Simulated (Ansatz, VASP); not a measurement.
**BeTe: VASP beside Ansatz**

File INCAR:

```
ALGO = Normal ; EDIFF = 1E-6
ENCUT = 520 ; ISIF = 2
ISMEAR = 0 ; LASPH = T
LCHARG = T ; LELF = T
LREAL = F ; LVHAR = T
LWAVE = F ; NBANDS = 11
NELM = 100 ; PREC = Accurate
SIGMA = 0.05
```

Contents of KPOINTS:

```
k-points
0
Gamma
  8 8 8
```

The input POSCAR:

```
BeTe
1.0
    0.0000000000      2.5484000000      2.7700000000
    2.5484000000      0.0000000000      2.7700000000
    2.5484000000      2.5484000000      0.0000000000
Be Te
1 1
Direct
    0.0000000000      0.0000000000      0.0000000000
    0.7500000000      0.7500000000      0.7500000000
```

Input for Ansatz:

```yaml
crystal:
  lattice:
    - [0.0, 2.5484, 2.77]
    - [2.5484, 0.0, 2.77]
    - [2.5484, 2.5484, 0.0]
  atoms:
    - { symbol: Be, position: [0.0, 0.0, 0.0] }
    - { symbol: Te, position: [0.75, 0.75, 0.75] }
basis:
  ecutwfc: 420
kpoints:
  mp_grid: { grid: [8, 8, 8] }
hamiltonian:
  xc: lda
scf:
  occupations: { method: gaussian, width: 0.05 }
output:
  forces: true
  stress: true
  eigenvalues: true
```

Change from the starting cell: strain -0.080 along x and y, +0.000 along z, atoms carried along.

Alike in both runs: task single point; functional LDA; k mesh 8 × 8 × 8; occupations gaussian, width 0.05 eV; no spin polarisation.

```csv
,VASP,Ansatz
version,VASP 6.6.1,Ansatz 0.2.0
potentials or method,"VASP PAW LDA potentials, release 64 (Be, Te), cutoff 520 eV","scalar-relativistic, plane waves, PAW"
valence electrons in the cell,8,18
```

```csv
,VASP,Ansatz,Ansatz less VASP
gap on the k mesh at the Fermi level (eV),0.84,0.87,+0.030
least direct gap on the mesh (eV),3.12,3.17,+0.051
pressure (GPa),16.2,15.7,-0.53
"traceless stress, the component that is largest in VASP (GPa)",-4.67,-4.69,-0.021
```

LDA's correlation is that of Perdew and Zunger in VASP and of Perdew and Wang (1992) in Ansatz. VASP's potentials hold 8 valence electrons a cell and Ansatz's 18, so a difference there can come from the potentials and not from the codes.

Neither program's run includes spin-orbit coupling.
